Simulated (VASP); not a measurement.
# Sc (Im-3m) in VASP: a series of runs

Runs on Sc. Level: PBEsol. Tasks: relaxation of cell and atoms.

All numbers are computed with VASP 6.6.1; they aren't measurements. Logs are shortened: lines on timing, memory, paths and dates and some standing lists are left out, and cuts for length are marked.

**1. The cell of the first run**

It takes space group Im-3m (No. 229, cubic). The conventional cell has a = 3.680 Å, b = 3.680 Å, c = 3.680 Å, α = 90.00°, β = 90.00°, γ = 90.00°. Sc (site symmetry m-3m) has 14 Sc at 3.19 to 3.68 Å within 4.2 Å.

**2. Relaxation of cell and atoms, PBEsol, target pressure 15 GPa, at which the enthalpy is minimised**

The input, INCAR:

```
SYSTEM = Sc
PREC = Accurate
ENCUT = 600
EDIFF = 1E-6
ISMEAR = 0
SIGMA = 0.05
LREAL = .False.
LASPH = .True.
NELM = 60
ALGO = Normal
ISIF = 3
LWAVE = .False.
LCHARG = .False.
GGA = PS
IBRION = 2
NSW = 60
EDIFFG = -0.01
PSTRESS = 150.0
```

The input, KPOINTS:

```
regular mesh
0
Gamma
  9 9 9
  0 0 0
```

The input, POSCAR:

```
Sc
1.0
    1.8400000000      1.8400000000      1.8400000000
   -1.8400000000      1.8400000000      1.8400000000
   -1.8400000000     -1.8400000000      1.8400000000
Sc
1
Direct
    0.0000000000      0.0000000000      0.0000000000
```

Potentials or basis: VASP PAW PBE potentials, release 64 (Sc_sv).

The run is started by

```bash
cat potpaw_PBE.64/Sc_sv/POTCAR > POTCAR
mpirun -np 1 vasp_std > vasp.out
```

OUTCAR:

```text
SYSTEM = Sc
   PREC = Accurate
   ENCUT = 600
   EDIFF = 1E-6
   ISMEAR = 0
   LREAL = .False.
   LASPH = .True.
   NELM = 60
   ISIF = 3
   GGA = PS
   IBRION = 2
   NSW = 60
   EDIFFG = -0.01
   PSTRESS = 150.0

 ion  position               nearest neighbor table
   1  0.000  0.000  0.000-

  LATTYP: Found a body centered cubic cell.
 ALAT       =     3.6800000000

  Lattice vectors:

 A1 = (   1.8400000000,  -1.8400000000,  -1.8400000000)
 A2 = (   1.8400000000,   1.8400000000,   1.8400000000)
 A3 = (  -1.8400000000,  -1.8400000000,   1.8400000000)

Analysis of symmetry for initial positions (statically):
=====================================================================
 Subroutine PRICEL returns:
 Original cell was already a primitive cell.

 Routine SETGRP: Setting up the symmetry group for a
 body centered cubic supercell.

 Subroutine GETGRP returns: Found 48 space group operations
 (whereof 48 operations were pure point group operations)
 out of a pool of 48 trial point group operations.

The static configuration has the point symmetry O_h .

Analysis of symmetry for dynamics (positions and initial velocities):
=====================================================================
 Subroutine PRICEL returns:
 Original cell was already a primitive cell.

 Routine SETGRP: Setting up the symmetry group for a
 body centered cubic supercell.

 Subroutine GETGRP returns: Found 48 space group operations
 (whereof 48 operations were pure point group operations)
 out of a pool of 48 trial point group operations.

The dynamic configuration has the point symmetry O_h .

 Subroutine INISYM returns: Found 48 space group operations
 (whereof 48 operations are pure point group operations),
 and found     1 'primitive' translations

----------------------------------------------------------------------------------------

                                     Primitive cell

  volume of cell :      24.9180

  direct lattice vectors                    reciprocal lattice vectors
     1.840000000  1.840000000  1.840000000     0.271739130  0.000000000  0.271739130
    -1.840000000  1.840000000  1.840000000    -0.271739130  0.271739130  0.000000000
    -1.840000000 -1.840000000  1.840000000     0.000000000 -0.271739130  0.271739130

  length of vectors
     3.186973486  3.186973486  3.186973486     0.384297164  0.384297164  0.384297164

  position of ions in fractional coordinates (direct lattice)
     0.000000000  0.000000000  0.000000000

  ion indices of the primitive-cell ions
   primitive index   ion index
                 1           1

----------------------------------------------------------------------------------------

 KPOINTS: regular mesh

Automatic generation of k-mesh.
 Grid dimensions read from file:
 generate k-points for:    9    9    9

 Generating k-lattice:

  Cartesian coordinates                     Fractional coordinates (reciprocal lattice)
     0.030193237  0.000000000  0.030193237     0.111111111  0.000000000  0.000000000
    -0.030193237  0.030193237  0.000000000     0.000000000  0.111111111  0.000000000
     0.000000000 -0.030193237  0.030193237     0.000000000  0.000000000  0.111111111

  Length of vectors
     0.042699685  0.042699685  0.042699685

  Shift w.r.t. Gamma in fractional coordinates (k-lattice)
     0.000000000  0.000000000  0.000000000

 Subroutine IBZKPT returns following result:
 ===========================================

 Found     35 irreducible k-points:

 Following reciprocal coordinates:
            Coordinates               Weight
  0.000000  0.000000  0.000000      1.000000
  0.111111  0.000000  0.000000     12.000000
  0.222222  0.000000  0.000000     12.000000
  0.333333  0.000000  0.000000     12.000000
  0.444444  0.000000  0.000000     12.000000
  0.222222  0.111111  0.000000     24.000000
[... 16 lines left out ...]
  0.111111 -0.444444  0.111111     24.000000
  0.222222 -0.444444  0.111111     24.000000
 [... further k-points ...]
   k-points           NKPTS =     35   k-points in BZ     NKDIM =     35   number of bands    NBANDS=      9
   number of dos      NEDOS =    301   number of ions     NIONS =      1
   total plane-waves  NPLWV =  21952
   dimension x,y,z NGX =    28 NGY =   28 NGZ =   28
   dimension x,y,z NGXF=    56 NGYF=   56 NGZF=   56
   ions per type =               1
   NGX,Y,Z   is equivalent  to a cutoff of  14.61, 14.61, 14.61 a.u.
   NGXF,Y,Z  is equivalent  to a cutoff of  29.21, 29.21, 29.21 a.u.
 SYSTEM =  Sc
   PREC   = accura    normal or accurate (medium, high low for compatibility)
   ISTART =      0    job   : 0-new  1-cont  2-samecut
   ICHARG =      2    charge: 1-file 2-atom 10-const
   ISPIN  =      1    spin polarized calculation?
   LNONCOLLINEAR =      F non collinear calculations
   LSORBIT =      F    spin-orbit coupling
   LASPH  =      T    aspherical Exc in radial PAW
   ENCUT  =  600.0 eV  44.10 Ry    6.64 a.u.   6.37  6.37  6.37*2*pi/ulx,y,z
   NELM   =     60;   NELMIN=  2; NELMDL= -5     # of ELM steps
   EDIFF  = 0.1E-05   stopping-criterion for ELM
   LREAL  =      F    real-space projection
   EDIFFG = -.1E-01   stopping-criterion for IOM
   NSW    =     60    number of steps for IOM
   IBRION =      2    ionic relax: 0-MD 1-quasi-New 2-CG
   NFREE  =      1    steps in history (QN), initial steepest desc. (CG)
   ISIF   =      3    stress and relaxation
   ISYM   =      2    0-nonsym 1-usesym 2-fastsym
   POTIM  = 0.5000    time-step for ionic-motion
   TEBEG  =    0.0;   TEEND  =   0.0 temperature during run
   PSTRESS=  150.0 pullay stress
   NELECT =      11.0000    total number of electrons
   NUPDOWN=      -1.0000    fix difference up-down
   EMIN   =  10.00;   EMAX   =-10.00  energy-range for DOS
   EFERMI =   0.00;   METHOD = LEGACY
   ISMEAR =     0;   SIGMA  =   0.05  broadening in eV -4-tet -1-fermi 0-gaus
   EFERMI_NEDOS =   21; number of points for ismear=-14 and -15
   IALGO  =     38    algorithm
   IMIX   =      4    mixing-type and parameters
     AMIX     =   0.40;   BMIX     =  1.00
     AMIX_MAG =   1.60;   BMIX_MAG =  1.00
  volume/ion in A,a.u.               =      24.92       168.16
  Fermi-wavevector in a.u.,A,eV,Ry     =   1.246526  2.355592 21.141091  1.553826
  Thomas-Fermi vector in A             =   2.380699
   LORBIT       =      0    0 simple, 1 ext, 2 COOP (PROOUT), +10 PAW based schemes
   GGA     = PS    functional components
   LHFCALC =     F    Hartree Fock is set to
   AEXX    =    0.0000 exact exchange contribution
   IVDW    =     0    specifies the selected vdW correction
   LEPSILON=     F    determine dielectric tensor
   LRPA    =     F    only Hartree local field effects (RPA)
 conjugate gradient relaxation of ions
 non-spin polarized calculation
 Gauss-broadening in eV      SIGMA  =   0.05
  energy-cutoff  :      600.00
  volume of cell :       24.92
 maximum number of plane-waves:       887
 NGX is ok and might be reduce to    28
   NGX = 13   NGY = 13   NGZ = 13

--------------------------------------- Ionic step        1  -------------------------------------------

 number of electron      11.0000002 magnetization

 Free energy of the ion-electron system (eV)
  ---------------------------------------------------
  ext. energy  EPLUGINS =         0.00000000
  ---------------------------------------------------
  free energy    TOTEN  =        -6.49158941 eV

  energy without entropy =       -6.48934906  energy(sigma->0) =       -6.49046924

 E-fermi :   3.6232     XC(G=0):  -9.9513

 val. band max:        3.5881145677   @ k =   0.4444   0.2222   0.1111
 cond. band min:       3.6423970427   @ k =   0.2222  -0.4444   0.1111
 fundamental gap:      0.0542824750
 Fermi energy:         3.6231916475

 k-point     1 :       0.0000    0.0000    0.0000
  band No.  band energies     occupation
      1     -45.7932      2.00000
      2     -24.2925      2.00000
      3     -24.2925      2.00000
      4     -24.2925      2.00000
      5      -1.5999      2.00000
      6       5.0379      0.00000
      7       5.0379      0.00000
      8       5.0379      0.00000
      9       6.4562      0.00000
[... 265 lines left out ...]
 k-point    24 :       0.2222   -0.4444    0.1111
  band No.  band energies     occupation
      1     -45.7317      2.00000
      2     -24.5972      2.00000
      3     -24.4364      2.00000
      4     -24.3651      2.00000
      5       2.4575      2.00000
      6       3.4831      1.99993
      7       3.6424      0.58698
      8       6.6119      0.00000
      9       6.7479      0.00000

 [... further k-points ...]

------------------------ aborting loop because EDIFF is reached ----------------------------------------

  FORCE on cell =-STRESS in cart. coord.  units (eV):
  Direction    XX          YY          ZZ          XY          YZ          ZX
  --------------------------------------------------------------------------------------
  -------------------------------------------------------------------------------------
  Total       -0.3395978     -0.3395978     -0.3395978     -0.0000000     -0.0000000     -0.0000000
  in kB      -21.8354448    -21.8354448    -21.8354448     -0.0000000     -0.0000000     -0.0000000
  external PRESSURE =    -171.8354448 kB  Pullay stress =     150.0000000 kB
[... 207 lines left out ...]
  enthalpy is  TOTEN    =        -4.4829313452 eV   P V=        1.8321471609

--------------------------------------- Ionic step        7  -------------------------------------------

 number of electron      11.0000001 magnetization

 Free energy of the ion-electron system (eV)
  ---------------------------------------------------
  ext. energy  EPLUGINS =         0.00000000
  ---------------------------------------------------
  free energy    TOTEN  =        -6.31207190 eV

  energy without entropy =       -6.30769958  energy(sigma->0) =       -6.30988574

 E-fermi :   5.1513     XC(G=0): -10.9854

 val. band max:        5.1362746745   @ k =   0.1111  -0.4444   0.1111
 cond. band min:       5.1543836696   @ k =  -0.4444   0.2222   0.1111
 fundamental gap:      0.0181089951
 Fermi energy:         5.1512937588

 k-point     1 :       0.0000    0.0000    0.0000
  band No.  band energies     occupation
      1     -43.6253      2.00000
      2     -21.9082      2.00000
      3     -21.9082      2.00000
      4     -21.9082      2.00000
      5      -0.4421      2.00000
      6       6.9159      0.00000
      7       6.9159      0.00000
      8       6.9159      0.00000
      9       8.8070      0.00000
[... 265 lines left out ...]
 k-point    24 :       0.2222   -0.4444    0.1111
  band No.  band energies     occupation
      1     -43.4547      2.00000
      2     -22.5861      2.00000
      3     -22.2304      2.00000
      4     -22.0736      2.00000
      5       4.1130      2.00000
      6       4.9751      2.00000
      7       5.1939      0.22856
      8       9.0630      0.00000
      9       9.2658      0.00000

 [... further k-points ...]

------------------------ aborting loop because EDIFF is reached ----------------------------------------

  FORCE on cell =-STRESS in cart. coord.  units (eV):
  Direction    XX          YY          ZZ          XY          YZ          ZX
  --------------------------------------------------------------------------------------
  -------------------------------------------------------------------------------------
  Total        1.8255641      1.8255641      1.8255641     -0.0000000     -0.0000000     -0.0000000
  in kB      149.7080052    149.7080052    149.7080052     -0.0000000     -0.0000000     -0.0000000
  external PRESSURE =      -0.2919948 kB  Pullay stress =     150.0000000 kB
[... 16 lines left out ...]
  FREE ENERGIE OF THE ION-ELECTRON SYSTEM (eV)
  ---------------------------------------------------
  free  energy   TOTEN  =        -6.3120718955 eV

  energy  without entropy=       -6.3076995843  energy(sigma->0) =       -6.30988574

  enthalpy is  TOTEN    =        -4.4829471292 eV   P V=        1.8291247663

 reached required accuracy - stopping structural energy minimisation
```

Wall time 38 s (1 thread of Intel Xeon 6975P-C, shared host); peak memory 0.17 GiB.

What came out:

```yaml
Free_energy: -6.3121 eV
Relaxed_volume: 19.54 Å³/atom
Relaxed_cell: a = 2.939 Å, b = 2.939 Å, c = 2.939 Å, α = 70.53°, β = 109.47°, γ = 70.53°
Space_group_after_relaxing_to_0.05_Å: Im-3m (No. 229)
Energy_change_on_relaxing_the_enthalpy_is_what_falls: +179.5 meV/atom
Ionic_steps: 7
Pressure_after_relaxing: 15.0 GPa
```

The path:
```csv
step,energy change (eV),largest force (eV/Å),pressure (GPa),volume (Å³)
1,0.0000,0.0000,-2.18,24.92
2,0.6434,0.0000,35.61,16.47
3,0.1685,0.0000,14.46,19.66
4,0.1779,0.0000,14.91,19.55
5,0.1872,0.0000,15.36,19.46
6,0.1765,0.0000,14.86,19.57
7,0.1795,0.0000,14.97,19.54
```

Final structure:
```
Sc
1.0
     1.69668    1.69668    1.69668
    -1.69668    1.69668    1.69668
    -1.69668   -1.69668    1.69668
Sc
1
Direct
  0.00000 0.00000 0.00000
```

Caveat: the cell is relaxed towards a set pressure, so the enthalpy falls and the energy may rise; the volume moved by over 15 % at a fixed basis, so the end points are rough; the PAW data sets were made with another functional, which shifts forces and pressure a little.

**3. Relaxation of cell and atoms, PBEsol, target pressure 30 GPa, at which the enthalpy is minimised**

The input, INCAR:

```
ALGO = Normal
EDIFF = 1E-6
EDIFFG = -0.01
ENCUT = 600
GGA = PS
IBRION = 2
ISIF = 3
ISMEAR = 0
LASPH = T
LCHARG = F
LREAL = F
LWAVE = F
NELM = 100
NSW = 60
PREC = Accurate
PSTRESS = 300.0
SIGMA = 0.05
```

The input, KPOINTS:

```
k-points
0
Gamma
  9 9 9
```

POSCAR is that of step 2.

Potentials or basis: VASP PAW PBE potentials, release 64 (Sc_sv).

The run is started by

```bash
cat potpaw_PBE.64/Sc_sv/POTCAR > POTCAR
mpirun -np 1 vasp_std > vasp.out
```

It took 48 s on 1 thread of Intel Xeon 6975P-C, shared host; peak memory 0.18 GiB.

Results (log left out):

```yaml
Free_energy: -5.9884 eV
Relaxed_volume: 17.15 Å³/atom
Relaxed_cell: a = 2.814 Å, b = 2.814 Å, c = 2.814 Å, α = 70.53°, β = 109.47°, γ = 70.53°
Space_group_after_relaxing_to_0.05_Å: Im-3m (No. 229)
Energy_change_on_relaxing_the_enthalpy_is_what_falls: +503.2 meV/atom
Ionic_steps: 7
Pressure_after_relaxing: 30.0 GPa
```

Step by step:
```
step  energy change (eV)  largest force (eV/Å)  pressure (GPa)  volume (Å³)
   1              0.0000                0.0000           -2.18        24.92
   2              3.1691                0.0000          128.76        10.87
   3              0.3955                0.0000           25.23        17.78
   4              0.4954                0.0000           29.68        17.20
   5              0.5210                0.0000           30.74        17.06
   6              0.4881                0.0000           29.38        17.24
   7              0.5032                0.0000           29.99        17.15
```

Final structure:
```
Sc
1.0
     1.62471    1.62471    1.62471
    -1.62471    1.62471    1.62471
    -1.62471   -1.62471    1.62471
Sc
1
Direct
  0.00000 0.00000 0.00000
```

Levels at points of the mesh, in eV from the Fermi level:
| k point | band 1 | band 2 | band 3 | band 4 | band 5 | band 6 | band 7 | band 8 | band 9 |
| --- | --- | --- | --- | --- | --- | --- | --- | --- | --- |
| (0.00, 0.00, 0.00) | -48.50 | -26.56 | -26.56 | -26.56 | -5.64 | 1.94 | 1.94 | 1.94 | 4.13 |

Caveat: the cell is relaxed towards a set pressure, so the enthalpy falls and the energy may rise; the volume moved by over 15 % at a fixed basis, so the end points are rough; the PAW data sets were made with another functional, which shifts forces and pressure a little.

**4. Relaxation of cell and atoms, PBEsol, target pressure 45 GPa, at which the enthalpy is minimised**

The input, INCAR:

```
SYSTEM = Sc
ALGO = Normal ; EDIFF = 1E-6
EDIFFG = -0.01 ; ENCUT = 600
GGA = PS ; IBRION = 2
ISIF = 3 ; ISMEAR = 0
LASPH = .True. ; LCHARG = .False.
LREAL = .False. ; LWAVE = .False.
NELM = 100 ; NSW = 60
PREC = Accurate ; PSTRESS = 450.0
SIGMA = 0.05
```

The input, KPOINTS:

```
k-points
0
Gamma
  9 9 9
  0 0 0
```

POSCAR is that of step 3.

The run is started by

```bash
cat potpaw_PBE.64/Sc_sv/POTCAR > POTCAR
mpirun -np 1 vasp_std > vasp.out
```

It took 88 s on 1 thread of Intel Xeon 6975P-C, shared host; peak memory 0.19 GiB.

Results (log left out):

```yaml
Free_energy: -5.6035 eV
Relaxed_volume: 15.49 Å³/atom
Relaxed_cell: a = 2.720 Å, b = 2.720 Å, c = 2.720 Å, α = 70.53°, β = 109.47°, γ = 70.53°
Space_group_after_relaxing_to_0.05_Å: Im-3m (No. 229)
Energy_change_on_relaxing_the_enthalpy_is_what_falls: +888.0 meV/atom
Ionic_steps: 18
Pressure_after_relaxing: 45.0 GPa
```

Step by step:
```tsv
step	energy change (eV)	largest force (eV/Å)	pressure (GPa)	volume (Å³)
1	0.0000	0.0000	-2.18	24.92
2	9.0813	0.0000	438.97	6.72
3	0.6110	0.0000	34.44	16.62
4	0.7987	0.0000	41.54	15.82
5	0.8920	0.0000	45.17	15.48
6	0.8477	0.0000	43.46	15.64
7	0.8493	0.0000	43.49	15.63
8	0.8543	0.0000	43.67	15.61
9	0.8544	0.0000	43.68	15.61
10	0.8546	0.0000	43.66	15.61
11	0.8550	0.0000	43.65	15.61
12	0.8557	0.0000	43.73	15.61
13	0.8573	0.0000	43.80	15.60
14	0.8603	0.0000	43.91	15.59
15	0.8665	0.0000	44.13	15.57
16	0.8789	0.0000	44.64	15.52
17	0.9040	0.0000	45.62	15.44
18	0.8880	0.0000	45.01	15.49
```

Final structure:
```
CELL_PARAMETERS angstrom
1.57042 1.57042 1.57042
-1.57042 1.57042 1.57042
-1.57042 -1.57042 1.57042
ATOMIC_POSITIONS crystal
Sc 0.00000 0.00000 0.00000
```

Levels at points of the mesh, in eV from the Fermi level:
```tsv
k point	band 1	band 2	band 3	band 4	band 5	band 6	band 7	band 8	band 9
(0.00, 0.00, 0.00)	-48.36	-26.17	-26.17	-26.17	-5.59	2.06	2.06	2.06	4.50
```

Caveat: the cell is relaxed towards a set pressure, so the enthalpy falls and the energy may rise; the volume moved by over 15 % at a fixed basis, so the end points are rough; the PAW data sets were made with another functional, which shifts forces and pressure a little.

**5. Summary**

| cell | gap on the mesh (eV) | pressure (GPa) |
| --- | --- | --- |
| relaxed to 15 GPa | none | 15.0 |
| relaxed to 30 GPa | none | 30.0 |
| relaxed to 45 GPa | none | 45.0 |

Alike in all rows: task relaxation of cell and atoms; level PBEsol; potentials or basis VASP PAW PBE potentials, release 64 (Sc_sv); no spin polarisation; k mesh 9 × 9 × 9; cutoff (eV) 600; smearing gaussian 0.05 eV.

Caveats: the cell is relaxed towards a set pressure, so the enthalpy falls and the energy may rise; the volume moved by over 15 % at a fixed basis, so the end points are rough; the PAW data sets were made with another functional, which shifts forces and pressure a little.

Total energies depend on the potentials used, so only differences within one code and one set of settings carry meaning.
